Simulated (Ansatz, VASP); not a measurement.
One calculation of TaN, two programs

```
Ta N
1.0
     2.95849    0.00000    0.00000
    -1.47925    2.56213    0.00000
     0.00000    0.00000    6.46963
Ta N
2 2
Direct
  0.33333 0.66667 0.03010
  0.66667 0.33333 0.53010
  0.33333 0.66667 0.35490
  0.66667 0.33333 0.85490
```

Alike in both runs: task single point; functional PBEsol; k mesh 18 × 18 × 8; occupations gaussian, width 0.15 eV; no spin polarisation.

```csv
,VASP,Ansatz
version,VASP 6.6.1,Ansatz 0.2.0
potentials or method,"VASP PAW PBE potentials, release 64 (Ta_pv, N), cutoff 520 eV","scalar-relativistic, plane waves, PAW"
valence electrons in the cell,32,36
```

|  | VASP | Ansatz | Ansatz less VASP |
| --- | --- | --- | --- |
| gap on the k mesh at the Fermi level (eV) | none | none | - |
| pressure (GPa) | 8.9 | 8.0 | -0.87 |
| traceless stress, the component that is largest in VASP (GPa) | -30.70 | -30.85 | -0.148 |
| rms of the force components (eV/Å) | 1.155 | 1.134 | -0.0212 |

VASP's potentials were made for PBE, not for PBEsol, and Ansatz warns of the same on its side. Atom by atom the forces differ by 0.021 eV/Å (rms over components). A gap of «none» marks a metal or a gap that the smearing closes. The functional is the same, so the differences come from potentials, cutoffs and numerics. VASP's potentials hold 32 valence electrons a cell and Ansatz's 36, so a difference there can come from the potentials and not from the codes.

Spin-orbit coupling is off throughout.
